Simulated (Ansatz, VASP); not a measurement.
# One calculation of KBr, two programs

INCAR

```
PREC = Accurate ; ENCUT = 600
EDIFF = 1E-6 ; ISMEAR = 0
SIGMA = 0.01 ; LREAL = F
LASPH = T ; NELM = 100
ALGO = Normal ; ISIF = 3
LWAVE = F ; LCHARG = F
GGA = PE ; IBRION = 2
NSW = 80 ; EDIFFG = -0.001
```

The input KPOINTS:

```
Automatic mesh
0
Gamma
  6 6 6
```

POSCAR

```
KBr
1.0
    4.0382600546      0.0000000000      0.0000000000
    0.0000000000      4.0382600546      0.0000000000
    0.0000000000      0.0000000000      4.0397343728
K Br
1 1
Direct
    0.5000000000      0.5000000000      0.5000000000
    0.0000000000      0.0000000000      0.0000000000
```

Input for Ansatz:

```yaml
crystal:
  lattice:
    - [4.0382600546, 0.0, 0.0]
    - [0.0, 4.0382600546, 0.0]
    - [0.0, 0.0, 4.0397343728]
  atoms:
    - { symbol: K, position: [0.5, 0.5, 0.5] }
    - { symbol: Br, position: [0.0, 0.0, 0.0] }
basis:
  ecutwfc: 420
kpoints:
  mp_grid: { grid: [6, 6, 6] }
hamiltonian:
  xc: pbe
scf:
  occupations: { method: fixed }
output:
  forces: true
  stress: true
  eigenvalues: true
  write_density: true
  write_potential: true
  elf: true
  volumetric_format: npy
relax:
  adjacent_minimum: "off"
  f_tol: 0.001
  max_steps: 60
  cell: { stress_tol: 0.01 }
```

Alike in both runs: task relaxation of cell and atoms; functional PBE; k mesh 6 × 6 × 6; no spin polarisation.

|  | VASP | Ansatz |
| --- | --- | --- |
| version | VASP 6.6.1 | Ansatz 0.2.0 |
| potentials or method | VASP PAW PBE potentials, release 64 (K_sv, Br), cutoff 600 eV | scalar-relativistic, plane waves, PAW |
| occupations | gaussian, width 0.01 eV | fixed |
| valence electrons in the cell | 16 | 16 |

VASP gave:

| Quantity | Value |
| --- | --- |
| gap on the k mesh at the Fermi level, each at its own relaxed structure (eV) | 3.86 |
| relaxed volume (Å³/atom) | 33.04 |
| relaxed cell length with the largest relative difference (Å) | 4.043 |

Question: Estimate Ansatz's values.

Answer: gap on the k mesh at the Fermi level, each at its own relaxed structure (eV): 3.87; relaxed volume (Å³/atom): 32.94; relaxed cell length with the largest relative difference (Å): 4.038.
